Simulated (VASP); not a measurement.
Input of a VASP 6.6.1 run:

Contents of INCAR:

```
SYSTEM = MgI2
PREC = Accurate
ENCUT = 520
EDIFF = 1E-6
ISMEAR = 0
SIGMA = 0.05
LREAL = .FALSE.
LASPH = .TRUE.
NELM = 100
ALGO = Normal
ISIF = 2
LWAVE = .FALSE.
LCHARG = .TRUE.
GGA = CA
LELF = .TRUE.
LVHAR = .TRUE.
NBANDS = 15
```

KPOINTS

```
regular mesh
0
G
  6 6 4
  0 0 0
```

File POSCAR:

```
MgI2
1.0
    4.0409034065      0.0000000000      0.0000000000
   -2.0204517033      3.4995250043      0.0000000000
    0.0000000000      0.0000000000      6.6285688777
Mg I
1 2
Direct
    0.0000000000      0.0000000000      0.0000000000
    0.3333333333      0.6666666667      0.7448732377
    0.6666666667      0.3333333333      0.2551267623
```

Potentials or basis: VASP PAW LDA potentials, release 64 (Mg, I).

Launch:

```bash
$ cat potpaw_LDA.64/Mg/POTCAR potpaw_LDA.64/I/POTCAR > POTCAR
$ mpirun -np 1 vasp_std > vasp.out
```

Task: Estimate the band gap on the k mesh.

Result: 3.30 eV, indirect (least direct gap 3.62 eV).

Task: Predict the pressure.

Result: 0.1 GPa.

Task: Predict the largest force.

Result: 0.173 eV/Å.

Forces on the atoms (eV/Å):
```
Mg   0.000  0.000  0.000
I    0.000  0.000  0.173
I    0.000  0.000 -0.173
```

Caveat: spin-orbit coupling is left out, which moves the levels of the heavy elements. A k mesh can miss the band edges.
